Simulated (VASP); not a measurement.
Wanted: the native input for a VASP 6.6.1 run.

```
Task                   : single point
Functional             : r2SCAN
Potentials or basis    : VASP PAW PBE potentials, release 64 (Te, Mo_sv)
Cutoff                 : 520 eV
k mesh                 : 7 × 7 × 2
Occupations            : fermi-dirac, width 0.1 eV
Spin                   : no spin polarisation
Dipole correction      : no
Further INCAR settings : ALGO = Normal; EDIFF = 1e-06; NBANDS = 20
```

The system is Te2Mo, a slab with vacuum.

```
CELL_PARAMETERS angstrom
3.56023 0.00000 0.00000
-1.78012 3.08325 0.00000
0.00000 0.00000 17.52406
ATOMIC_POSITIONS crystal
Te 0.33333 0.66667 0.89785
Te 0.33333 0.66667 0.10214
Mo 0.00000 0.00000 0.00000
```

These files were run (other wordings do the same):

POSCAR

```
Te2Mo
1.0
    3.5602330000      0.0000000000      0.0000000000
   -1.7801165000      3.0832522214      0.0000000000
    0.0000000000      0.0000000000     17.5240580000
Te Mo
2 1
Direct
    0.3333333333      0.6666666667      0.8978550000
    0.3333333333      0.6666666667      0.1021450000
    0.0000000000      0.0000000000      0.0000000000
```

INCAR.step1

```
PREC     = Accurate       # precision mode
ENCUT    = 520            # plane-wave cutoff, eV
ISMEAR   = -1             # smearing method
SIGMA    = 0.1            # smearing width, eV
LREAL    = False          # projectors in reciprocal space
LASPH    = True           # aspherical terms in the spheres
NELM     = 80             # most SCF steps
NBANDS   = 20             # bands
GGA      = PE             # functional
ALGO     = Normal         # electronic algorithm
EDIFF    = 1E-4           # SCF threshold, eV
LWAVE    = True           # write WAVECAR
LCHARG   = False          # write CHGCAR
```

INCAR.step2

```
PREC     = Accurate       # precision mode
ENCUT    = 520            # plane-wave cutoff, eV
EDIFF    = 1E-6           # SCF threshold, eV
ISMEAR   = -1             # smearing method
SIGMA    = 0.1            # smearing width, eV
LREAL    = False          # projectors in reciprocal space
LASPH    = True           # aspherical terms in the spheres
NELM     = 80             # most SCF steps
ALGO     = Normal         # electronic algorithm
ISIF     = 2              # what is computed and relaxed
LWAVE    = False          # write WAVECAR
LCHARG   = False          # write CHGCAR
METAGGA  = R2SCAN         # meta-GGA
LMIXTAU  = True         
NBANDS   = 20             # bands
ISTART   = 1
```

KPOINTS

```
regular mesh
0
Gamma
  7 7 2
```

Potentials or basis: VASP PAW PBE potentials, release 64 (Te, Mo_sv).

Run with:

```console
$ cat potpaw_PBE.64/Te/POTCAR potpaw_PBE.64/Mo_sv/POTCAR > POTCAR
$ cp INCAR.step1 INCAR
$ mpirun -np 1 vasp_std > vasp.out
$ cp INCAR.step2 INCAR
$ mpirun -np 1 vasp_std > vasp.out
```

It gave:

The largest force is 0.019 eV/Å and the band gap on the k mesh is 1.47 eV, direct.

Caveat: the PAW data sets were made with another functional, which shifts forces and pressure a little; spin-orbit coupling is left out, which moves the levels of the heavy elements.

Run time: 4.6 min on 1 thread of Intel(R) Xeon(R) Platinum 8259CL CPU @ 2.50GHz (Skylake/Cascade Lake), with other jobs on the host, peak memory 0.38 GiB.
